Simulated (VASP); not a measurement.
Wanted: the native input for a VASP 6.6.1 run.

```
Task                   : single point
Functional             : PBE
Potentials or basis    : VASP PAW PBE potentials, release 64 (Co, Si)
Cutoff                 : 520 eV
k mesh                 : 17 × 17 × 17
Occupations            : fermi-dirac, width 0.05 eV
Spin                   : no spin polarisation
Dipole correction      : no
Further INCAR settings : ALGO = Normal; EDIFF = 1e-07; NBANDS = 14
```

The structure of CoSi (rocksalt type) lies in POSCAR:

```
CoSi
1.0
    0.0000000000      1.9902439732      1.9902439732
    1.9902439732      0.0000000000      1.9902439732
    1.9902439732      1.9902439732      0.0000000000
Co Si
1 1
Direct
    0.0000000000      0.0000000000      0.0000000000
    0.5000000000      0.5000000000      0.5000000000
```

The input as run:

INCAR

```
PREC = Accurate
ENCUT = 520
EDIFF = 1E-7
ISMEAR = -1
SIGMA = 0.05
LREAL = F
LASPH = T
NELM = 80
ALGO = Normal
ISIF = 2
LWAVE = F
LCHARG = F
GGA = PE
NBANDS = 14
```

KPOINTS

```
Automatic mesh
0
Gamma
  17 17 17
```

Potentials or basis: VASP PAW PBE potentials, release 64 (Co, Si).

The run is started by

```sh
$ cat potpaw_PBE.64/Co/POTCAR potpaw_PBE.64/Si/POTCAR > POTCAR
$ mpirun -np 1 vasp_std > vasp.out
```

It gave:

```yaml
Pressure: 213.4 GPa
Band_gap_on_the_k_mesh: zero (an odd number of electrons rules out a gap without spin polarisation)
```

Caveat: the cell stands under pressure; the run has no spin polarisation, though such a crystal can be magnetic.

Wall time 33 s on 1 thread of Intel Xeon 8259CL, with other jobs on the host, peak memory 0.17 GiB.
